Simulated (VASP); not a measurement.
# Ga3As3CO in VASP: further runs, part 2 of 2

VASP 6.6.1. Earlier steps stand in the parts before.

## Step 3: Single point, PBE+D3(BJ)

File INCAR:

```
SYSTEM = Ga3As3CO
PREC     = Accurate       ! precision mode
ENCUT    = 520            ! plane-wave cutoff, eV
EDIFF    = 1E-6           ! SCF threshold, eV
ISMEAR   = 0              ! smearing method
SIGMA    = 0.05           ! smearing width, eV
LREAL    = .False.        ! projectors in reciprocal space
LASPH    = .True.         ! aspherical terms in the spheres
NELM     = 120            ! most SCF steps
ALGO     = Normal         ! electronic algorithm
ISIF     = 2              ! what is computed and relaxed
LWAVE    = .False.        ! write WAVECAR
LCHARG   = .True.         ! write CHGCAR
LDIPOL   = .True.       
IDIPOL   = 3            
DIPOL    = 0.5 0.5 0.320
GGA      = PE             ! functional
IVDW     = 12             ! dispersion correction
LELF     = .True.         ! ELF
LVHAR    = .True.       
LVACPOTAV= .True.       
NBANDS   = 57             ! bands
GGA_COMPAT= .False.      
NELMDL   = -8
```

File KPOINTS:

```
Automatic mesh
0
Gamma
  7 5 1
  0 0 0
```

File POSCAR:

```
Ga3As3CO
1.0
    4.0137031111      0.0000000000      0.0000000000
    0.0000000000      5.6762333751      0.0000000000
    0.0000000000      0.0000000000     23.3352699083
Ga As O C
3 3 1 1
Direct
    0.5000000000      0.5000000000      0.1714143447
    0.0000000000      0.0653835255      0.2680035048
    0.5000000000      0.4894639609      0.3228546357
    0.0000000000      0.2500000000      0.1714143447
    0.5000000000      0.8102208698      0.2504948966
    0.0000000000      0.2887573198      0.3593388866
    0.3333333333      0.4554239865      0.4836142866
    0.3333333333      0.4554239865      0.5328959107
```

Potentials or basis: VASP PAW PBE potentials, release 64 (Ga_d, As_d, O, C).

On the command line:

```console
$ cat potpaw_PBE.64/Ga_d/POTCAR potpaw_PBE.64/As_d/POTCAR potpaw_PBE.64/O/POTCAR potpaw_PBE.64/C/POTCAR > POTCAR
$ mpirun -np 1 vasp_std > vasp.out
```

OUTCAR:

```text
SYSTEM = Ga3As3CO
   PREC = Accurate
   ENCUT = 520
   EDIFF = 1E-6
   ISMEAR = 0
   LREAL = .False.
   LASPH = .True.
   NELM = 120
   ISIF = 2
   GGA = PE
   IVDW = 12
   NELMDL = -8
 IVDW          = 12

 ion  position               nearest neighbor table
   1  0.500  0.500  0.171-   4 2.46   4 2.46   5 2.55
   2  0.000  0.065  0.268-   6 2.48   4 2.49   5 2.51   5 2.51
   3  0.500  0.489  0.323-   6 2.46   6 2.46   5 2.48
   4  0.000  0.250  0.171-   1 2.46   1 2.46   2 2.49
   5  0.500  0.810  0.250-   3 2.48   2 2.51   2 2.51   1 2.55
   6  0.000  0.289  0.359-   3 2.46   3 2.46   2 2.48
   7  0.333  0.455  0.484-   8 1.15
   8  0.333  0.455  0.533-   7 1.15

  LATTYP: Found a simple orthorhombic cell.
 ALAT       =     4.0137031111
 B/A-ratio  =     1.4142135624
 C/A-ratio  =     5.8139003465

  Lattice vectors:

 A1 = (   4.0137031111,   0.0000000000,   0.0000000000)
 A2 = (   0.0000000000,   5.6762333751,   0.0000000000)
 A3 = (   0.0000000000,   0.0000000000,  23.3352699083)

Analysis of symmetry for initial positions (statically):
=====================================================================
 Subroutine PRICEL returns:
 Original cell was already a primitive cell.

 Routine SETGRP: Setting up the symmetry group for a
 simple orthorhombic supercell.

 Subroutine GETGRP returns: Found  1 space group operations
 (whereof  1 operations were pure point group operations)
 out of a pool of  8 trial point group operations.

The static configuration has the point symmetry C_1 .

Analysis of symmetry for dynamics (positions and initial velocities):
=====================================================================
 Subroutine PRICEL returns:
 Original cell was already a primitive cell.

 Routine SETGRP: Setting up the symmetry group for a
 simple orthorhombic supercell.

 Subroutine GETGRP returns: Found  1 space group operations
 (whereof  1 operations were pure point group operations)
 out of a pool of  8 trial point group operations.

The dynamic configuration has the point symmetry C_1 .

 Subroutine INISYM returns: Found  1 space group operations
 (whereof  1 operations are pure point group operations),
 and found     1 'primitive' translations

----------------------------------------------------------------------------------------

                                     Primitive cell

  volume of cell :     531.6408

  direct lattice vectors                    reciprocal lattice vectors
     4.013703111  0.000000000  0.000000000     0.249146480  0.000000000  0.000000000
     0.000000000  5.676233375  0.000000000     0.000000000  0.176173165  0.000000000
     0.000000000  0.000000000 23.335269908     0.000000000  0.000000000  0.042853586

  length of vectors
     4.013703111  5.676233375 23.335269908     0.249146480  0.176173165  0.042853586

  position of ions in fractional coordinates (direct lattice)
     0.500000000  0.500000000  0.171414345
     0.000000000  0.065383526  0.268003505
     0.500000000  0.489463961  0.322854636
     0.000000000  0.250000000  0.171414345
     0.500000000  0.810220870  0.250494897
     0.000000000  0.288757320  0.359338887
     0.333333333  0.455423987  0.483614287
     0.333333333  0.455423987  0.532895911
[... 58 lines left out ...]
   k-points           NKPTS =     18   k-points in BZ     NKDIM =     18   number of bands    NBANDS=     57
   number of dos      NEDOS =    301   number of ions     NIONS =      8
   total plane-waves  NPLWV = 226800
   dimension x,y,z NGX =    30 NGY =   42 NGZ =  180
   dimension x,y,z NGXF=    60 NGYF=   84 NGZF=  360
   ions per type =               3   3   1   1
   NGX,Y,Z   is equivalent  to a cutoff of  12.43, 12.30, 12.82 a.u.
   NGXF,Y,Z  is equivalent  to a cutoff of  24.85, 24.60, 25.65 a.u.
 SYSTEM =  Ga3As3CO
   PREC   = accura    normal or accurate (medium, high low for compatibility)
   ISTART =      0    job   : 0-new  1-cont  2-samecut
   ICHARG =      2    charge: 1-file 2-atom 10-const
   ISPIN  =      1    spin polarized calculation?
   LNONCOLLINEAR =      F non collinear calculations
   LSORBIT =      F    spin-orbit coupling
   LASPH  =      T    aspherical Exc in radial PAW
   ENCUT  =  520.0 eV  38.22 Ry    6.18 a.u.   7.46 10.55 43.39*2*pi/ulx,y,z
   NELM   =    120;   NELMIN=  2; NELMDL= -8     # of ELM steps
   EDIFF  = 0.1E-05   stopping-criterion for ELM
   LREAL  =      F    real-space projection
   EDIFFG = 0.1E-04   stopping-criterion for IOM
   NSW    =      0    number of steps for IOM
   IBRION =     -1    ionic relax: 0-MD 1-quasi-New 2-CG
   NFREE  =      0    steps in history (QN), initial steepest desc. (CG)
   ISIF   =      2    stress and relaxation
   ISYM   =      2    0-nonsym 1-usesym 2-fastsym
   POTIM  = 0.5000    time-step for ionic-motion
   TEBEG  =    0.0;   TEEND  =   0.0 temperature during run
   PSTRESS=    0.0 pullay stress
   NELECT =      94.0000    total number of electrons
   NUPDOWN=      -1.0000    fix difference up-down
   EMIN   =  10.00;   EMAX   =-10.00  energy-range for DOS
   EFERMI =   0.00;   METHOD = LEGACY
   ISMEAR =     0;   SIGMA  =   0.05  broadening in eV -4-tet -1-fermi 0-gaus
   EFERMI_NEDOS =   21; number of points for ismear=-14 and -15
   IALGO  =     38    algorithm
   IMIX   =      4    mixing-type and parameters
     AMIX     =   0.40;   BMIX     =  1.00
     AMIX_MAG =   1.60;   BMIX_MAG =  1.00
  volume/ion in A,a.u.               =      66.46       448.46
  Fermi-wavevector in a.u.,A,eV,Ry     =   0.918850  1.736375 11.487202  0.844286
  Thomas-Fermi vector in A             =   2.043978
   LORBIT       =      0    0 simple, 1 ext, 2 COOP (PROOUT), +10 PAW based schemes
   GGA     = PE    functional components
   LHFCALC =     F    Hartree Fock is set to
   AEXX    =    0.0000 exact exchange contribution
   IVDW    =    12    specifies the selected vdW correction
   LEPSILON=     F    determine dielectric tensor
   LRPA    =     F    only Hartree local field effects (RPA)
 non-spin polarized calculation
 Gauss-broadening in eV      SIGMA  =   0.05
  energy-cutoff  :      520.00
  volume of cell :      531.64
 maximum number of plane-waves:     14367
 NGX is ok and might be reduce to    30
   NGX = 15   NGY = 21   NGZ = 87

 dipolmoment           0.000000      0.000000     -0.002834 electrons x Angstroem

 number of electron      93.9999977 magnetization

 dipolmoment           0.000000      0.000000      0.044884 electrons x Angstroem

 Free energy of the ion-electron system (eV)
  ---------------------------------------------------
  ext. energy  EPLUGINS =         0.00000000
  ---------------------------------------------------
  free energy    TOTEN  =       -37.55792183 eV

  energy without entropy =      -37.55792183  energy(sigma->0) =      -37.55792183

 E-fermi :  -2.2511     XC(G=0):  -3.8653

 val. band max:       -2.4543953455   @ k =   0.0000   0.0000   0.0000
 cond. band min:      -2.0451967114   @ k =   0.4286   0.0000   0.0000
 fundamental gap:      0.4091986342
 Fermi energy:        -2.2511453059

 k-point     1 :       0.0000    0.0000    0.0000
  band No.  band energies     occupation
      1     -37.6837      2.00000
      2     -37.6721      2.00000
      3     -37.6672      2.00000
      4     -37.6531      2.00000
      5     -37.6518      2.00000
      6     -37.2634      2.00000
[... 1069 lines left out ...]
     56       2.5563      0.00000
     57       2.8731      0.00000

------------------------ aborting loop because EDIFF is reached ----------------------------------------

 Edisp (eV)   -1.27859

 E8    (eV) :    -0.5792

  FORCE on cell =-STRESS in cart. coord.  units (eV):
  Direction    XX          YY          ZZ          XY          YZ          ZX
  --------------------------------------------------------------------------------------
  -------------------------------------------------------------------------------------
  Total      -2.12627    -2.70082    -0.56423     0.07429     0.10472     0.15825
  in kB      -6.40781    -8.13932    -1.70039     0.22388     0.31558     0.47691
  external pressure =       -5.42 kB  Pullay stress =        0.00 kB

 VOLUME and BASIS-vectors are now :
 -----------------------------------------------------------------------------
  energy-cutoff  :      520.00
  volume of cell :      531.64
      direct lattice vectors                 reciprocal lattice vectors
     4.013703111  0.000000000  0.000000000     0.249146480  0.000000000  0.000000000
     0.000000000  5.676233375  0.000000000     0.000000000  0.176173165  0.000000000
     0.000000000  0.000000000 23.335269908     0.000000000  0.000000000  0.042853586

 POSITION                                       TOTAL-FORCE (eV/Angst)
 -----------------------------------------------------------------------------------
      2.00685      2.83812      4.00000        -0.001240     -0.325379      1.038673
      0.00000      0.37113      6.25393        -0.012238      0.008033      0.019113
      2.00685      2.77831      7.53390         0.004932     -0.012830      0.001449
      0.00000      1.41906      4.00000         0.002293      0.323513     -1.060024
      2.00685      4.59900      5.84537        -0.000002      0.000818     -0.010049
      0.00000      1.63905      8.38527        -0.046126     -0.035612     -0.062304
      1.33790      2.58509     11.28527         0.061771      0.053509      0.769749
      1.33790      2.58509     12.43527        -0.009388     -0.012052     -0.696607
 -----------------------------------------------------------------------------------
    total drift:                               -0.000025      0.003344     -0.003304

  FREE ENERGIE OF THE ION-ELECTRON SYSTEM (eV)
  ---------------------------------------------------
  free  energy   TOTEN  =       -38.8365070688 eV

  energy  without entropy=      -38.8365070687  energy(sigma->0) =      -38.83650707

 vacuum level on the upper side and lower side of the slab         2.542         2.186
```

It took 18 min on 1 thread of Intel Xeon Platinum 8375C at 2.90GHz (Ice Lake), shared host; peak memory 0.82 GiB.

What came out:

```
Free energy                : -38.8365 eV
Largest force              : 1.108 eV/Å
Band gap on the k mesh     : 0.41 eV (least direct gap 0.75 eV)
Dispersion energy per atom : -0.160 eV
```

Forces on the atoms (eV/Å):
```
Ga  -0.001 -0.325  1.039
Ga  -0.012  0.008  0.019
Ga   0.005 -0.013  0.001
As   0.002  0.324 -1.060
As   0.000  0.001 -0.010
As  -0.046 -0.036 -0.062
O    0.062  0.054  0.770
C   -0.009 -0.012 -0.697
```
